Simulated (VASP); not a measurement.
Here is a VASP 6.6.1 calculation.

POSCAR

```
Al
1.0
    0.0000000000      1.9963843917      1.9963843917
    1.9963843917      0.0000000000      1.9963843917
    1.9963843917      1.9963843917      0.0000000000
Al
1
Direct
    0.0000000000      0.0000000000      0.0000000000
```

INCAR.step1

```
PREC = Accurate
ENCUT = 520
ISMEAR = -1
SIGMA = 0.05
LREAL = False
LASPH = True
NELM = 60
NBANDS = 8
GGA = PE
ALGO = Normal
EDIFF = 1E-4
LWAVE = True
LCHARG = False
```

Contents of INCAR.step2:

```
PREC = Accurate
ENCUT = 520
EDIFF = 1E-6
ISMEAR = -1
SIGMA = 0.05
LREAL = False
LASPH = True
NELM = 60
ALGO = Normal
ISIF = 2
LWAVE = False
LCHARG = False
METAGGA = R2SCAN
LMIXTAU = True
NBANDS = 8
ISTART = 1
```

The input KPOINTS:

```
regular mesh
0
Gamma
  16 16 16
```

Potentials or basis: VASP PAW PBE potentials, release 64 (Al).

Launch:

```sh
$ cat potpaw_PBE.64/Al/POTCAR > POTCAR
$ cp INCAR.step1 INCAR
$ mpirun -np 1 vasp_std > vasp.out
$ cp INCAR.step2 INCAR
$ mpirun -np 1 vasp_std > vasp.out
```

Problem. Estimate the pressure.

Solution. -0.2 GPa.

Caveat: the PAW data sets were made with another functional, which shifts forces and pressure a little.
